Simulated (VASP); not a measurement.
# Al (P6_3/mmc) in VASP: a series of runs, part 2 of 2

VASP 6.6.1.

### 3 Single point, PBE (15.90 Å³/atom)

This run uses another cell than the first one, of 15.90 Å³/atom.

INCAR

```
SYSTEM = Al
PREC = Accurate
ENCUT = 520
EDIFF = 1E-6
ISMEAR = -1
SIGMA = 0.1
LREAL = .False.
LASPH = .True.
NELM = 60
ALGO = Normal
ISIF = 2
LWAVE = .False.
LCHARG = .False.
GGA = PE
NBANDS = 14
```

KPOINTS

```
Automatic mesh
0
Gamma
  17 17 5
  0 0 0
```

POSCAR

```
Al
1.0
    2.8060774642      0.0000000000      0.0000000000
   -1.4030387321      2.4301343690      0.0000000000
    0.0000000000      0.0000000000      9.3263232734
Al
4
Direct
    0.0000000000      0.0000000000      1.0000000000
    0.0000000000      0.0000000000      0.5000000000
    0.3333333333      0.6666666667      0.2500000000
    0.6666666667      0.3333333333      0.7500000000
```

Potentials or basis: VASP PAW PBE potentials, release 64 (Al).

Launch:

```bash
$ cat potpaw_PBE.64/Al/POTCAR > POTCAR
$ mpirun -np 1 vasp_std > vasp.out
```

It took 38 s on 1 thread of AMD EPYC 9R45 (Zen 5), shared host; peak memory 0.19 GiB.

The run converged. Its results:

```yaml
Free_energy: -14.9285 eV
Pressure: 3.5 GPa
Band_gap_on_the_k_mesh: zero (bands 6 and 7 overlap by 5.50 eV)
```

Stress tensor (GPa, compression positive):
```
3.85 0.00 0.00
0.00 3.85 0.00
0.00 0.00 2.68
```

Levels at points of the mesh, in eV from the Fermi level:
| k point | band 2 | band 3 | band 4 | band 5 | band 6 | band 7 | band 8 | band 9 | band 10 | band 11 |
| --- | --- | --- | --- | --- | --- | --- | --- | --- | --- | --- |
| (0.00, 0.00, 0.00) | -9.70 | -9.70 | -4.84 | -4.65 | 3.18 | 3.19 | 11.23 | 11.23 | 11.36 | 11.36 |

Caveat: the cell stands under pressure.

### 4 Single point, PBE

This run uses another cell than the first one, of 16.56 Å³/atom.

INCAR, as its differences from that of step 3:

```diff
@@ -8,3 +8,3 @@
 LASPH = .True.
-NELM = 60
+NELM = 100
 ALGO = Normal
```

KPOINTS is that of step 3.

POSCAR

```
Al
1.0
    2.8445216588      0.0000000000      0.0000000000
   -1.4222608294      2.4634280181      0.0000000000
    0.0000000000      0.0000000000      9.4540970041
Al
4
Direct
    0.0000000000      0.0000000000      1.0000000000
    0.0000000000      0.0000000000      0.5000000000
    0.3333333333      0.6666666667      0.2500000000
    0.6666666667      0.3333333333      0.7500000000
```

Potentials or basis: VASP PAW PBE potentials, release 64 (Al).

Launch:

```bash
$ cat potpaw_PBE.64/Al/POTCAR > POTCAR
$ mpirun -np 1 vasp_std > vasp.out
```

OUTCAR:

```text
SYSTEM = Al
   PREC = Accurate
   ENCUT = 520
   EDIFF = 1E-6
   ISMEAR = -1
   LREAL = .False.
   LASPH = .True.
   NELM = 100
   ISIF = 2
   GGA = PE

 ion  position               nearest neighbor table
   1  0.000  0.000  0.000-   3 2.88   4 2.88   3 2.88   4 2.88   4 2.88   3 2.88
   2  0.000  0.000  0.500-   3 2.88   4 2.88   3 2.88   4 2.88   4 2.88   3 2.88
   3  0.333  0.667  0.250-   1 2.88   2 2.88   1 2.88   2 2.88   1 2.88   2 2.88
   4  0.667  0.333  0.750-   1 2.88   2 2.88   1 2.88   2 2.88   1 2.88   2 2.88

  LATTYP: Found a hexagonal cell.
 ALAT       =     2.8445216588
 C/A-ratio  =     3.3236157562
[... 608 lines left out ...]
  --------------------------------------------------------------------------------------
  -------------------------------------------------------------------------------------
  Total        0.1366882      0.1366882     -0.2561875      0.0000000      0.0000000      0.0000000
  in kB        3.3057688      3.3057688     -6.1958290      0.0000000      0.0000000      0.0000000
  external PRESSURE =       0.1385695 kB  Pullay stress =       0.0000000 kB

 VOLUME and BASIS-vectors are now :
 -----------------------------------------------------------------------------
  energy-cutoff  :      520.00
  volume of cell :       66.25
      direct lattice vectors                 reciprocal lattice vectors
     2.844521659  0.000000000  0.000000000     0.351552957  0.202969194  0.000000000
    -1.422260829  2.463428018  0.000000000     0.000000000  0.405938389  0.000000000
     0.000000000  0.000000000  9.454097004     0.000000000  0.000000000  0.105774248

 POSITION                                       TOTAL-FORCE (eV/Angst)
 -----------------------------------------------------------------------------------
      0.00000      0.00000      0.00000        -0.000000      0.000000      0.000000
      0.00000      0.00000      4.72705        -0.000000      0.000000      0.000000
     -0.00000      1.64229      2.36352        -0.000000      0.000000      0.000000
      1.42226      0.82114      7.09057         0.000000     -0.000000      0.000000
 -----------------------------------------------------------------------------------
    total drift:                               -0.000000      0.000000      0.000000

  FREE ENERGIE OF THE ION-ELECTRON SYSTEM (eV)
  ---------------------------------------------------
  free  energy   TOTEN  =       -14.9562944356 eV

  energy  without entropy=      -14.9044438542  energy(sigma->0) =      -14.93036914
```

OSZICAR:

```text
N       E                     dE             d eps       ncg     rms          rms(c)
DAV:   1     0.563704698885E+01    0.56370E+01   -0.41727E+03  2780   0.658E+02
DAV:   2    -0.143632854243E+02   -0.20000E+02   -0.18443E+02  3570   0.877E+01
DAV:   3    -0.150436908033E+02   -0.68041E+00   -0.67315E+00  3728   0.131E+01
DAV:   4    -0.150487092801E+02   -0.50185E-02   -0.50172E-02  3342   0.138E+00
DAV:   5    -0.150487659713E+02   -0.56691E-04   -0.56691E-04  3748   0.154E-01    0.257E+00
DAV:   6    -0.149950552649E+02    0.53711E-01   -0.62072E-03  3288   0.450E-01    0.149E+00
DAV:   7    -0.149567356811E+02    0.38320E-01   -0.15899E-02  3252   0.674E-01    0.216E-01
DAV:   8    -0.149563052427E+02    0.43044E-03   -0.25738E-04  3934   0.842E-02    0.210E-02
DAV:   9    -0.149562967298E+02    0.85129E-05   -0.66073E-06  3496   0.129E-02    0.352E-03
DAV:  10    -0.149562956862E+02    0.10436E-05   -0.14537E-07  2458   0.265E-03    0.137E-03
DAV:  11    -0.149562945616E+02    0.11246E-05   -0.13045E-08  1980   0.778E-04    0.363E-04
DAV:  12    -0.149562944356E+02    0.12597E-06   -0.24109E-09  1860   0.303E-04
   1 F= -.14956294E+02 E0= -.14930369E+02  d E =-.518506E-01
```

stdout:

```text
POSCAR found type information on POSCAR Al
 POSCAR found :  1 types and       4 ions
 scaLAPACK will be used
 LDA part: xc-table for (Slater+PW92), standard interpolation
 POSCAR, INCAR and KPOINTS ok, starting setup
 FFT: planning ... GRIDC
 FFT: planning ... GRID_SOFT
 FFT: planning ... GRID
 WAVECAR not read
 entering main loop
```

It took 43 s on 1 thread of AMD EPYC 9R45 (Zen 5), shared host; peak memory 0.19 GiB.

What came out:

```yaml
Free_energy: -14.9563 eV
Pressure: 0.0 GPa
Band_gap_on_the_k_mesh: zero (bands 6 and 7 overlap by 5.42 eV)
```

### 5 The runs side by side

| cell | gap on the mesh (eV) | pressure (GPa) |
| --- | --- | --- |
| a = 2.767, b = 2.767, c = 9.195 Å, angles 90.0, 90.0, 120.0°, 4 atoms | none | 7.8 |
| a = 2.806, b = 2.806, c = 9.326 Å, angles 90.0, 90.0, 120.0°, 4 atoms | none | 3.5 |
| a = 2.845, b = 2.845, c = 9.454 Å, angles 90.0, 90.0, 120.0°, 4 atoms | none | 0.0 |

Alike in all rows: task single point; level PBE; potentials or basis VASP PAW PBE potentials, release 64 (Al); no spin polarisation; k mesh 17 × 17 × 5; cutoff (eV) 520; smearing fermi-dirac 0.1 eV.

Caveats: the cell stands under pressure (at least some runs).

Absolute energies hang on the potentials; compare differences alone.
